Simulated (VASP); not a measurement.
Write the native input for VASP 6.6.1 that does the following.

```
Task                   : single point
Functional             : r2SCAN
Potentials or basis    : VASP PAW PBE potentials, release 64 (Pt_sv_GW)
Cutoff                 : 550 eV
k mesh                 : 8 × 8 × 4
Occupations            : gaussian, width 0.05 eV
Spin                   : no spin polarisation
Dipole correction      : no
Second run             : valence_matched
Further INCAR settings : ALGO = Normal; EDIFF = 1e-06; NBANDS = 25
```

Pt:

```xyz
2
Lattice="2.7607 0.0000 0.0000 -1.3803 2.3908 0.0000 0.0000 0.0000 4.7921" Properties=species:S:1:pos:R:3 pbc="T T T"
Pt   -0.0429    1.6448    1.2117
Pt    1.4132    0.7717    3.5624
```

The input as run:

POSCAR

```
Pt
1.0
    2.7606656158      0.0000000000      0.0000000000
   -1.3803328079      2.3908065546      0.0000000000
    0.0000000000      0.0000000000      4.7921340000
Pt
2
Direct
    0.3284440000      0.6879730000      0.2528560000
    0.6733180000      0.3227900000      0.7433810000
```

INCAR.step1

```
SYSTEM = Pt
PREC     = Accurate       ! precision mode
ENCUT    = 550            ! plane-wave cutoff, eV
ISMEAR   = 0              ! smearing method
SIGMA    = 0.05           ! smearing width, eV
LREAL    = .False.        ! projectors in reciprocal space
LASPH    = .True.         ! aspherical terms in the spheres
NELM     = 120            ! most SCF steps
NBANDS   = 25             ! bands
GGA      = PE             ! functional
ALGO     = Normal         ! electronic algorithm
EDIFF    = 1E-5           ! SCF threshold, eV
LWAVE    = .True.         ! write WAVECAR
LCHARG   = .False.        ! write CHGCAR
GGA_COMPAT= .False.
```

INCAR.step2

```
SYSTEM = Pt
PREC     = Accurate       ! precision mode
ENCUT    = 550            ! plane-wave cutoff, eV
EDIFF    = 1E-6           ! SCF threshold, eV
ISMEAR   = 0              ! smearing method
SIGMA    = 0.05           ! smearing width, eV
LREAL    = .False.        ! projectors in reciprocal space
LASPH    = .True.         ! aspherical terms in the spheres
NELM     = 120            ! most SCF steps
ALGO     = Normal         ! electronic algorithm
ISIF     = 2              ! what is computed and relaxed
LWAVE    = .False.        ! write WAVECAR
LCHARG   = .False.        ! write CHGCAR
METAGGA  = R2SCAN         ! meta-GGA
LMIXTAU  = .True.       
NBANDS   = 25             ! bands
ISTART   = 1            
GGA_COMPAT= .False.
```

KPOINTS

```
Automatic mesh
0
Gamma
  8 8 4
  0 0 0
```

Potentials or basis: VASP PAW PBE potentials, release 64 (Pt_sv_GW).

The run is started by

```sh
$ cat potpaw_PBE.64/Pt_sv_GW/POTCAR > POTCAR
$ cp INCAR.step1 INCAR
$ mpirun -np 1 vasp_std > vasp.out
$ cp INCAR.step2 INCAR
$ mpirun -np 1 vasp_std > vasp.out
```

It gave:

The pressure is -7.8 GPa, the largest force is 0.444 eV/Å and the band gap on the k mesh is zero (band 18 reaches 10.16 eV, above the bottom of band 19 at 8.77 eV).

Caveat: the PAW data sets were made with another functional, which shifts forces and pressure a little; spin-orbit coupling is left out, which moves the levels of the heavy elements.

It took 4.6 min on 1 thread of Intel(R) Xeon(R) Platinum 8259CL CPU @ 2.50GHz (Skylake/Cascade Lake), on a shared host, peak memory 0.24 GiB.
